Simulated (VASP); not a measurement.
Set up this calculation in VASP 6.6.1, as the native input.

| Quantity | Value |
| --- | --- |
| Task | single point |
| Functional | PBE |
| Potentials or basis | VASP PAW PBE potentials, release 64 (Hg, Te) |
| Cutoff | 520 eV |
| k mesh | 11 × 11 × 11 |
| Occupations | fermi-dirac, width 0.05 eV |
| Spin | no spin polarisation |
| Dipole correction | no |
| Further INCAR settings | ALGO = Normal; EDIFF = 1e-07; NBANDS = 16 |

The structure of HgTe (zincblende type) lies in POSCAR:

```
HgTe
1.0
    0.0000000000      2.9809093484      2.9809093484
    2.9809093484      0.0000000000      2.9809093484
    2.9809093484      2.9809093484      0.0000000000
Hg Te
1 1
Direct
    0.0000000000      0.0000000000      0.0000000000
    0.2500000000      0.2500000000      0.2500000000
```

This cell differs from its parent crystal: volume scaled by 0.72.

These files were run (other wordings do the same):

INCAR

```
SYSTEM = HgTe
PREC = Accurate
ENCUT = 520
EDIFF = 1E-7
ISMEAR = -1
SIGMA = 0.05
LREAL = .FALSE.
LASPH = .TRUE.
NELM = 100
ALGO = Normal
ISIF = 2
LWAVE = .FALSE.
LCHARG = .FALSE.
GGA = PE
NBANDS = 16
```

KPOINTS

```
Automatic mesh
0
G
  11 11 11
  0 0 0
```

Potentials or basis: VASP PAW PBE potentials, release 64 (Hg, Te).

The run is started by

```sh
$ cat potpaw_PBE.64/Hg/POTCAR potpaw_PBE.64/Te/POTCAR > POTCAR
$ mpirun -np 1 vasp_std > vasp.out
```

Results of the run:

```json
{
 "Pressure": "26.4 GPa",
 "Band gap on the k mesh": "zero (filled and empty bands touch)"
}
```

Caveat: spin-orbit coupling is left out, which moves the levels of the heavy elements.

Wall time 35 s on 1 thread of Intel(R) Xeon(R) Platinum 8259CL CPU @ 2.50GHz (Skylake/Cascade Lake), on a shared host, peak memory 0.2 GiB.
